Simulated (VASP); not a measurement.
# AlN (P6_3/mmc) in VASP: notebook

Runs on AlN. Level: PBEsol. Tasks: single point.

All numbers are computed with VASP 6.6.1; they aren't measurements. Logs are shortened: lines on timing, memory, paths and dates and some standing lists are left out, and cuts for length are marked.

**1. The cell of the first run**

The structure is hexagonal, space group P6_3/mmc (No. 194). The conventional cell has a = 3.397 Å, b = 3.397 Å, c = 4.192 Å, α = 90.00°, β = 90.00°, γ = 120.00°. Within 2.6 Å of Al (site symmetry -6m2) lie 5 N at 1.96 to 2.10 Å. N (site symmetry -6m2) has 5 Al at 1.96 to 2.10 Å within 2.6 Å.

**2. Single point, PBEsol (volume 10.473 Å^3 an atom, c/a of the conventional cell 1.2341)**

INCAR reads:

```
ALGO     = Normal         # electronic algorithm
EDIFF    = 1E-6           # SCF threshold, eV
ENCUT    = 520            # plane-wave cutoff, eV
GGA      = PS             # functional
ISIF     = 2              # what is computed and relaxed
ISMEAR   = 0              # smearing method
LASPH    = True           # aspherical terms in the spheres
LCHARG   = False          # write CHGCAR
LREAL    = False          # projectors in reciprocal space
LWAVE    = False          # write WAVECAR
NBANDS   = 16             # bands
NELM     = 80             # most SCF steps
PREC     = Accurate       # precision mode
SIGMA    = 0.05           # smearing width, eV
```

KPOINTS reads:

```
k-points
0
Gamma
  9 9 6
```

POSCAR reads:

```
AlN
1.0
    3.3969047575      0.0000000000      0.0000000000
   -1.6984523788      2.9418058142      0.0000000000
    0.0000000000      0.0000000000      4.1921201613
Al N
2 2
Direct
    0.3333333333      0.6666666667      0.7500000000
    0.6666666667      0.3333333333      0.2500000000
    0.3333333333      0.6666666667      0.2500000000
    0.6666666667      0.3333333333      0.7500000000
```

Potentials or basis: VASP PAW PBE potentials, release 64 (Al, N).

Command:

```bash
$ cat potpaw_PBE.64/Al/POTCAR potpaw_PBE.64/N/POTCAR > POTCAR
$ mpirun -np 1 vasp_std > vasp.out
```

OUTCAR:

```text
EDIFF = 1E-6
   ENCUT = 520
   GGA = PS
   ISIF = 2
   ISMEAR = 0
   LASPH = True
   LREAL = False
   NELM = 80
   PREC = Accurate

 ion  position               nearest neighbor table
   1  0.333  0.667  0.750-   4 1.96   4 1.96   4 1.96   3 2.10   3 2.10   2 2.87   2 2.87   2 2.87
                             2 2.87   2 2.87   2 2.87
   2  0.667  0.333  0.250-   3 1.96   3 1.96   3 1.96   4 2.10   4 2.10   1 2.87   1 2.87   1 2.87
                             1 2.87   1 2.87   1 2.87
   3  0.333  0.667  0.250-   2 1.96   2 1.96   2 1.96   1 2.10   1 2.10
   4  0.667  0.333  0.750-   1 1.96   1 1.96   1 1.96   2 2.10   2 2.10

  LATTYP: Found a hexagonal cell.
 ALAT       =     3.3969047575
 C/A-ratio  =     1.2341000000

  Lattice vectors:

 A1 = (   3.3969047575,   0.0000000000,   0.0000000000)
 A2 = (  -1.6984523788,   2.9418058142,   0.0000000000)
 A3 = (   0.0000000000,   0.0000000000,   4.1921201613)

Analysis of symmetry for initial positions (statically):
=====================================================================
 Subroutine PRICEL returns:
 Original cell was already a primitive cell.

 Routine SETGRP: Setting up the symmetry group for a
 hexagonal supercell.

 Subroutine GETGRP returns: Found 24 space group operations
 (whereof 12 operations were pure point group operations)
 out of a pool of 24 trial point group operations.

The static configuration has the point symmetry D_3d.
 The point group associated with its full space group is D_6h.

Analysis of symmetry for dynamics (positions and initial velocities):
=====================================================================
 Subroutine PRICEL returns:
 Original cell was already a primitive cell.

 Routine SETGRP: Setting up the symmetry group for a
 hexagonal supercell.

 Subroutine GETGRP returns: Found 24 space group operations
 (whereof 12 operations were pure point group operations)
 out of a pool of 24 trial point group operations.

The dynamic configuration has the point symmetry D_3d.
 The point group associated with its full space group is D_6h.

 Subroutine INISYM returns: Found 24 space group operations
 (whereof 12 operations are pure point group operations),
 and found     1 'primitive' translations

----------------------------------------------------------------------------------------

                                     Primitive cell

  volume of cell :      41.8920

  direct lattice vectors                    reciprocal lattice vectors
     3.396904758  0.000000000  0.000000000     0.294385646  0.169963632  0.000000000
    -1.698452379  2.941805814  0.000000000     0.000000000  0.339927263  0.000000000
     0.000000000  0.000000000  4.192120161     0.000000000  0.000000000  0.238542781

  length of vectors
     3.396904758  3.396904757  4.192120161     0.339927263  0.339927263  0.238542781

  position of ions in fractional coordinates (direct lattice)
     0.333333333  0.666666667  0.750000000
     0.666666667  0.333333333  0.250000000
     0.333333333  0.666666667  0.250000000
     0.666666667  0.333333333  0.750000000

  ion indices of the primitive-cell ions
   primitive index   ion index
                 1           1
                 2           2
                 3           3
                 4           4

----------------------------------------------------------------------------------------

 KPOINTS: k-points

Automatic generation of k-mesh.
 Grid dimensions read from file:
 generate k-points for:    9    9    6

 Generating k-lattice:

  Cartesian coordinates                     Fractional coordinates (reciprocal lattice)
     0.032709516  0.018884848  0.000000000     0.111111111 -0.000000000  0.000000000
     0.000000000  0.037769696  0.000000000     0.000000000  0.111111111  0.000000000
     0.000000000  0.000000000  0.039757130     0.000000000  0.000000000  0.166666667

  Length of vectors
     0.037769696  0.037769696  0.039757130

  Shift w.r.t. Gamma in fractional coordinates (k-lattice)
     0.000000000  0.000000000  0.000000000

 Subroutine IBZKPT returns following result:
 ===========================================

 Found     48 irreducible k-points:

 Following reciprocal coordinates:
            Coordinates               Weight
  0.000000  0.000000  0.000000      1.000000
  0.111111  0.000000  0.000000      6.000000
  0.222222  0.000000  0.000000      6.000000
  0.333333  0.000000  0.000000      6.000000
  0.444444  0.000000  0.000000      6.000000
  0.111111  0.111111  0.000000      6.000000
[... 16 lines left out ...]
  0.333333  0.222222  0.166667     24.000000
  0.333333  0.333333  0.166667      4.000000
 [... further k-points ...]
   k-points           NKPTS =     48   k-points in BZ     NKDIM =     48   number of bands    NBANDS=     16
   number of dos      NEDOS =    301   number of ions     NIONS =      4
   total plane-waves  NPLWV =  25088
   dimension x,y,z NGX =    28 NGY =   28 NGZ =   32
   dimension x,y,z NGXF=    56 NGYF=   56 NGZF=   64
   ions per type =               2   2
   NGX,Y,Z   is equivalent  to a cutoff of  13.70, 13.70, 12.69 a.u.
   NGXF,Y,Z  is equivalent  to a cutoff of  27.41, 27.41, 25.38 a.u.
 SYSTEM =  unknown system
   PREC   = accura    normal or accurate (medium, high low for compatibility)
   ISTART =      0    job   : 0-new  1-cont  2-samecut
   ICHARG =      2    charge: 1-file 2-atom 10-const
   ISPIN  =      1    spin polarized calculation?
   LNONCOLLINEAR =      F non collinear calculations
   LSORBIT =      F    spin-orbit coupling
   LASPH  =      T    aspherical Exc in radial PAW
   ENCUT  =  520.0 eV  38.22 Ry    6.18 a.u.   6.32  6.32  7.79*2*pi/ulx,y,z
   NELM   =     80;   NELMIN=  2; NELMDL= -5     # of ELM steps
   EDIFF  = 0.1E-05   stopping-criterion for ELM
   LREAL  =      F    real-space projection
   EDIFFG = 0.1E-04   stopping-criterion for IOM
   NSW    =      0    number of steps for IOM
   IBRION =     -1    ionic relax: 0-MD 1-quasi-New 2-CG
   NFREE  =      0    steps in history (QN), initial steepest desc. (CG)
   ISIF   =      2    stress and relaxation
   ISYM   =      2    0-nonsym 1-usesym 2-fastsym
   POTIM  = 0.5000    time-step for ionic-motion
   TEBEG  =    0.0;   TEEND  =   0.0 temperature during run
   PSTRESS=    0.0 pullay stress
   NELECT =      16.0000    total number of electrons
   NUPDOWN=      -1.0000    fix difference up-down
   EMIN   =  10.00;   EMAX   =-10.00  energy-range for DOS
   EFERMI =   0.00;   METHOD = LEGACY
   ISMEAR =     0;   SIGMA  =   0.05  broadening in eV -4-tet -1-fermi 0-gaus
   EFERMI_NEDOS =   21; number of points for ismear=-14 and -15
   IALGO  =     38    algorithm
   IMIX   =      4    mixing-type and parameters
     AMIX     =   0.40;   BMIX     =  1.00
     AMIX_MAG =   1.60;   BMIX_MAG =  1.00
  volume/ion in A,a.u.               =      10.47        70.68
  Fermi-wavevector in a.u.,A,eV,Ry     =   1.187785  2.244588 19.195547  1.410833
  Thomas-Fermi vector in A             =   2.323929
   LORBIT       =      0    0 simple, 1 ext, 2 COOP (PROOUT), +10 PAW based schemes
   GGA     = PS    functional components
   LHFCALC =     F    Hartree Fock is set to
   AEXX    =    0.0000 exact exchange contribution
   IVDW    =     0    specifies the selected vdW correction
   LEPSILON=     F    determine dielectric tensor
   LRPA    =     F    only Hartree local field effects (RPA)
 non-spin polarized calculation
 Gauss-broadening in eV      SIGMA  =   0.05
  energy-cutoff  :      520.00
  volume of cell :       41.89
 maximum number of plane-waves:      1144
 NGX is ok and might be reduce to    28
   NGX = 13   NGY = 13   NGZ = 15

 number of electron      15.9999997 magnetization

 Free energy of the ion-electron system (eV)
  ---------------------------------------------------
  ext. energy  EPLUGINS =         0.00000000
  ---------------------------------------------------
  free energy    TOTEN  =       -30.81660166 eV

  energy without entropy =      -30.81660166  energy(sigma->0) =      -30.81660166

 E-fermi :   7.4305     XC(G=0): -11.1219

 val. band max:        7.1811235703   @ k =   0.0000   0.0000   0.0000
 cond. band min:      10.0659527062   @ k =   0.0000   0.0000   0.0000
 fundamental gap:      2.8848291359
 Fermi energy:         7.4305078786

 k-point     1 :       0.0000    0.0000    0.0000
  band No.  band energies     occupation
      1      -9.0952      2.00000
      2      -5.5533      2.00000
      3       0.7163      2.00000
      4       4.0746      2.00000
      5       4.0746      2.00000
      6       5.8113      2.00000
[... 8 lines left out ...]
     15      18.7190      0.00000
     16      18.8130      0.00000

 k-point     2 :       0.1111    0.0000    0.0000
  band No.  band energies     occupation
      1      -8.9641      2.00000
      2      -5.5606      2.00000
      3       0.8584      2.00000
      4       3.5990      2.00000
      5       3.8816      2.00000
      6       5.3077      2.00000
[... 8 lines left out ...]
     15      18.2742      0.00000
     16      18.3476      0.00000

 k-point     3 :       0.2222    0.0000    0.0000
  band No.  band energies     occupation
      1      -8.5885      2.00000
      2      -5.6218      2.00000
      3       1.2724      2.00000
      4       2.5800      2.00000
      5       3.4862      2.00000
      6       4.4278      2.00000
[... 8 lines left out ...]
     15      17.3707      0.00000
     16      19.2193      0.00000

 k-point     4 :       0.3333    0.0000    0.0000
  band No.  band energies     occupation
      1      -8.0328      2.00000
      2      -5.8261      2.00000
      3       1.6486      2.00000
      4       1.9074      2.00000
      5       3.1270      2.00000
      6       3.6897      2.00000
[... 8 lines left out ...]
     15      17.9892      0.00000
     16      19.7793      0.00000

 k-point     5 :       0.4444    0.0000    0.0000
  band No.  band energies     occupation
      1      -7.4786      2.00000
      2      -6.1613      2.00000
      3       1.1419      2.00000
      4       2.5769      2.00000
      5       2.9242      2.00000
      6       3.2722      2.00000
[... 8 lines left out ...]
     15      19.5174      0.00000
     16      20.0992      0.00000

 k-point     6 :       0.1111    0.1111    0.0000
  band No.  band energies     occupation
      1      -8.7105      2.00000
      2      -5.5945      2.00000
      3       1.1369      2.00000
      4       3.0690      2.00000
      5       3.2712      2.00000
      6       4.8582      2.00000
[... 8 lines left out ...]
     15      18.0223      0.00000
     16      18.9616      0.00000
[... 267 lines left out ...]
 k-point    21 :       0.4444    0.1111    0.1667
  band No.  band energies     occupation
      1      -7.1879      2.00000
      2      -6.2956      2.00000
      3       0.6827      2.00000
      4       2.1968      2.00000
      5       2.4890      2.00000
      6       3.8495      2.00000
[... 8 lines left out ...]
     15      18.8220      0.00000
     16      20.0858      0.00000

 k-point    22 :       0.2222    0.2222    0.1667
  band No.  band energies     occupation
      1      -7.6001      2.00000
      2      -6.0535      2.00000
      3       1.2243      2.00000
      4       1.6021      2.00000
      5       3.1377      2.00000
      6       3.7280      2.00000
[... 8 lines left out ...]
     15      18.6954      0.00000
     16      19.9365      0.00000

 k-point    23 :       0.3333    0.2222    0.1667
  band No.  band energies     occupation
      1      -7.0908      2.00000
      2      -6.3254      2.00000
      3       0.9816      2.00000
      4       1.6825      2.00000
      5       2.3922      2.00000
      6       4.2096      2.00000
[... 8 lines left out ...]
     15      18.5076      0.00000
     16      19.9677      0.00000

 k-point    24 :       0.3333    0.3333    0.1667
  band No.  band energies     occupation
      1      -6.6633      2.00000
      2      -6.6633      2.00000
      3       1.0054      2.00000
      4       1.8719      2.00000
      5       1.8719      2.00000
      6       4.5356      2.00000
[... 8 lines left out ...]
     15      18.2120      0.00000
     16      19.7735      0.00000

 [... further k-points ...]
[... 5 lines left out ...]
  --------------------------------------------------------------------------------------
  -------------------------------------------------------------------------------------
  Total       -3.8548002     -3.8548002     -2.7567347      0.0000000     -0.0000000      0.0000000
  in kB     -147.4284723   -147.4284723   -105.4324908      0.0000000     -0.0000000      0.0000000
  external PRESSURE =    -133.4298118 kB  Pullay stress =       0.0000000 kB

 VOLUME and BASIS-vectors are now :
 -----------------------------------------------------------------------------
  energy-cutoff  :      520.00
  volume of cell :       41.89
      direct lattice vectors                 reciprocal lattice vectors
     3.396904758  0.000000000  0.000000000     0.294385646  0.169963632  0.000000000
    -1.698452379  2.941805814  0.000000000     0.000000000  0.339927263  0.000000000
     0.000000000  0.000000000  4.192120161     0.000000000  0.000000000  0.238542781

 POSITION                                       TOTAL-FORCE (eV/Angst)
 -----------------------------------------------------------------------------------
     -0.00000      1.96120      3.14409        -0.000000      0.000000      0.000000
      1.69845      0.98060      1.04803         0.000000     -0.000000      0.000000
     -0.00000      1.96120      1.04803         0.000000     -0.000000      0.000000
      1.69845      0.98060      3.14409        -0.000000      0.000000      0.000000
 -----------------------------------------------------------------------------------
    total drift:                               -0.000000      0.000000      0.000000

  FREE ENERGIE OF THE ION-ELECTRON SYSTEM (eV)
  ---------------------------------------------------
  free  energy   TOTEN  =       -30.8166016567 eV

  energy  without entropy=      -30.8166016567  energy(sigma->0) =      -30.81660166
```

It took 13 s on 1 thread of Intel Xeon 6975P-C (Granite Rapids), shared host; peak memory 0.17 GiB.

What came out:

| Quantity | Value |
| --- | --- |
| Free energy | -30.8166 eV |
| Pressure | -13.3 GPa |
| Band gap on the k mesh | 2.88 eV, direct |

Stress tensor (GPa, compression positive):
```
-14.74   0.00   0.00
  0.00 -14.74   0.00
  0.00   0.00 -10.54
```

Caveat: the PAW data sets were made with another functional, which shifts forces and pressure a little.

[end of part 1 of 2]
